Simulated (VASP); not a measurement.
InBiO, 3 atoms in the cell. The structure is hexagonal, space group P-6m2 (No. 187). The conventional cell has a = 4.453 Å, b = 4.453 Å, c = 4.409 Å, α = 90.00°, β = 90.00°, γ = 120.00°. In (site symmetry -6m2) has 3 O at 2.57 Å and 6 Bi at 3.39 Å within 3.4 Å. Within 4.5 Å of Bi (site symmetry -6m2) lie 6 In at 3.39 Å and 6 O at 3.39 Å and 8 Bi at 4.41 to 4.45 Å. O (site symmetry -6m2) has 3 In at 2.57 Å and 6 Bi at 3.39 Å within 3.4 Å. 

```yaml
Program: VASP 6.6.1
Task: relaxation of cell and atoms
Functional: PBE
Potentials_or_basis: VASP PAW PBE potentials, release 64 (In_d, Bi_d, O)
Cutoff: 600 eV
k_mesh: 6 × 6 × 4
Occupations: gaussian, width 0.1 eV
Spin: no spin polarisation
Dipole_correction: no
Further_INCAR_settings: ALGO = Normal; EDIFF = 1e-06; IBRION = 2; EDIFFG = -0.04; NSW = 90; ISIF = 3
```

Potentials or basis: VASP PAW PBE potentials, release 64 (In_d, Bi_d, O).

Run with:

```console
$ cat potpaw_PBE.64/In_d/POTCAR potpaw_PBE.64/Bi_d/POTCAR potpaw_PBE.64/O/POTCAR > POTCAR
$ mpirun -np 1 vasp_std > vasp.out
```

Hardware: 1 thread of Intel(R) Xeon(R) 6975P-C (Granite Rapids), with other jobs on the host.

Estimate the wall time of this run.

Wall time 3.7 min on 1 thread of Intel(R) Xeon(R) 6975P-C (Granite Rapids) (shared host), peak memory 0.25 GiB. Counts: scf iterations 184, k points 21, ion steps 18.
